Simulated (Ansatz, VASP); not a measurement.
# In: VASP beside Ansatz

Contents of POSCAR:

```
In
1.0
   -1.8440955744      1.8440955744      1.8440955744
    1.8440955744     -1.8440955744      1.8440955744
    1.8440955744      1.8440955744     -1.8440955744
In
1
Direct
    0.0000000000      0.0000000000      0.0000000000
```

The input INCAR.step1:

```
PREC     = Accurate       # precision mode
ENCUT    = 520            # plane-wave cutoff, eV
ISMEAR   = -1             # smearing method
SIGMA    = 0.05           # smearing width, eV
LREAL    = F              # projectors in reciprocal space
LASPH    = T              # aspherical terms in the spheres
NELM     = 100            # most SCF steps
NBANDS   = 12             # bands
GGA      = PE             # functional
ALGO     = Normal         # electronic algorithm
EDIFF    = 1E-4           # SCF threshold, eV
LWAVE    = T              # write WAVECAR
LCHARG   = F              # write CHGCAR
```

Contents of INCAR.step2:

```
PREC     = Accurate       # precision mode
ENCUT    = 520            # plane-wave cutoff, eV
EDIFF    = 1E-7           # SCF threshold, eV
ISMEAR   = -1             # smearing method
SIGMA    = 0.05           # smearing width, eV
LREAL    = F              # projectors in reciprocal space
LASPH    = T              # aspherical terms in the spheres
NELM     = 100            # most SCF steps
ALGO     = Normal         # electronic algorithm
ISIF     = 2              # what is computed and relaxed
LWAVE    = F              # write WAVECAR
LCHARG   = F              # write CHGCAR
METAGGA  = R2SCAN         # meta-GGA
LMIXTAU  = T            
NBANDS   = 12             # bands
ISTART   = 1
```

The input KPOINTS:

```
Automatic mesh
0
Gamma
  10 10 10
```

The input input.yaml:

```yaml
crystal:
  lattice:
    - [-1.8440955744, 1.8440955744, 1.8440955744]
    - [1.8440955744, -1.8440955744, 1.8440955744]
    - [1.8440955744, 1.8440955744, -1.8440955744]
  atoms:
    - { symbol: In, position: [0.0, 0.0, 0.0] }
hamiltonian:
  xc: r2scan
  pseudopotentials: { kind: paw }
kpoints:
  mp_grid: { grid: [10, 10, 10] }
scf:
  occupations: { method: fermi_dirac, width: 0.05 }
output:
  forces: true
  stress: true
  eigenvalues: true
  write_density: true
  write_potential: true
  elf: true
  volumetric_format: npy
```

Alike in both runs: task single point; functional r2SCAN; k mesh 10 × 10 × 10; occupations fermi-dirac, width 0.05 eV; no spin polarisation.

|  | VASP | Ansatz |
| --- | --- | --- |
| version | VASP 6.6.1 | Ansatz 0.2.0 |
| potentials or method | VASP PAW PBE potentials, release 64 (In_d) | Ansatz PAW |
| plane-wave cutoff (eV) | 520 | 500 |
| valence electrons in the cell | 13 | 13 |

|  | VASP | Ansatz | Ansatz less VASP |
| --- | --- | --- | --- |
| gap on the k mesh at the Fermi level (eV) | none | none | - |
| pressure (GPa) | 2.6 | 2.6 | -0.06 |

VASP's potentials were made for PBE, not for r2SCAN. A gap of «none» marks a metal or a gap that the smearing closes.
